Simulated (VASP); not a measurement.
A run of VASP 6.6.1 is set up as follows.

The input POSCAR:

```
NaI
1.0
   -0.0003208279      3.1968369274      3.1968369274
    3.1968369274     -0.0003208279      3.1968369274
    3.1968369274      3.1968369274     -0.0003208279
Na I
1 1
Direct
    0.0000000000      0.0000000000      0.0000000000
    0.5000000000      0.5000000000      0.5000000000
```

File INCAR.step1:

```
PREC = Accurate
ENCUT = 520
ISMEAR = 0
SIGMA = 0.01
LREAL = F
LASPH = T
NELM = 60
ISYM = 0
NBANDS = 14
GGA = PE
ALGO = Normal
EDIFF = 1E-4
LWAVE = T
LCHARG = F
```

The input INCAR.step2:

```
PREC = Accurate
ENCUT = 520
EDIFF = 1E-6
ISMEAR = 0
SIGMA = 0.01
LREAL = F
LASPH = T
NELM = 60
ALGO = Normal
ISIF = 2
LWAVE = F
LCHARG = F
METAGGA = R2SCAN
LMIXTAU = T
LUSE_VDW = T
IVDW_NL = 2
BPARAM = 11.95
CPARAM = 0.0093
ISYM = 0
NBANDS = 14
ISTART = 1
```

KPOINTS

```
Automatic mesh
0
Gamma
  6 6 6
  0.5 0.5 0.5
```

Potentials or basis: VASP PAW PBE potentials, release 64 (Na_pv, I).

Run with:

```bash
$ cat potpaw_PBE.64/Na_pv/POTCAR potpaw_PBE.64/I/POTCAR > POTCAR
$ cp INCAR.step1 INCAR
$ mpirun -np 1 vasp_std > vasp.out
$ cp INCAR.step2 INCAR
$ mpirun -np 1 vasp_std > vasp.out
```

Problem. Predict the band gap on the k mesh.

Solution. 4.76 eV.

Problem. Estimate the pressure.

Solution. 0.0 GPa.

Caveat: the PAW data sets were made with another functional, which shifts forces and pressure a little; spin-orbit coupling is left out, which moves the levels of the heavy elements; a shifted mesh leaves out Γ, where band edges can lie. A k mesh can miss the band edges.
